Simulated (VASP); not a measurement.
Here is a VASP 6.6.1 calculation.

INCAR

```
  PREC = Accurate
  ENCUT = 600
  EDIFF = 1E-6
  ISMEAR = -1
  SIGMA = 0.02
  LREAL = F
  LASPH = T
  NELM = 80
  ALGO = Normal
  ISIF = 3
  LWAVE = F
  LCHARG = F
  GGA = PS
  IBRION = 2
  NSW = 80
  EDIFFG = -0.01
```

File KPOINTS:

```
Automatic mesh
0
Gamma
  6 6 6
```

The input POSCAR:

```
BaZrO3
1.0
    4.1913400000      0.0000000000      0.0000000000
    0.0000000000      4.1913400000      0.0000000000
    0.0000000000      0.0000000000      4.1913400000
Ba Zr O
1 1 3
Direct
    0.0000000000      0.0000000000      0.0000000000
    0.5000000000      0.5000000000      0.5000000000
    0.0000000000      0.5000000000      0.5000000000
    0.5000000000      0.0000000000      0.5000000000
    0.5000000000      0.5000000000      0.0000000000
```

Potentials or basis: VASP PAW PBE potentials, release 64 (Ba_sv, Zr_sv, O).

Command:

```console
$ cat potpaw_PBE.64/Ba_sv/POTCAR potpaw_PBE.64/Zr_sv/POTCAR potpaw_PBE.64/O/POTCAR > POTCAR
$ mpirun -np 1 vasp_std > vasp.out
```

Problem. What does it give for the relaxed cell?

Solution. a = 4.189 Å, b = 4.189 Å, c = 4.189 Å, α = 90.00°, β = 90.00°, γ = 90.00°.

Problem. Predict the band gap on the k mesh.

Solution. 3.11 eV (least direct gap 3.33 eV).

Problem. Predict the relaxed volume.

Solution. 14.71 Å³/atom.

Problem. Estimate the space group after relaxing (to 0.1 Å).

Solution. Pm-3m (No. 221).

Final structure:
```yaml
crystal:
  lattice:
    - [4.18937, 0.00000, 0.00000]
    - [0.00000, 4.18937, 0.00000]
    - [0.00000, 0.00000, 4.18937]
  atoms:
    - { symbol: Ba, position: [0.00000, 0.00000, 0.00000] }
    - { symbol: Zr, position: [0.50000, 0.50000, 0.50000] }
    - { symbol: O, position: [0.00000, 0.50000, 0.50000] }
    - { symbol: O, position: [0.50000, 0.00000, 0.50000] }
    - { symbol: O, position: [0.50000, 0.50000, 0.00000] }
```

Caveat: the PAW data sets were made with another functional, which shifts forces and pressure a little; spin-orbit coupling is left out, which moves the levels of the heavy elements. A k mesh can miss the band edges.
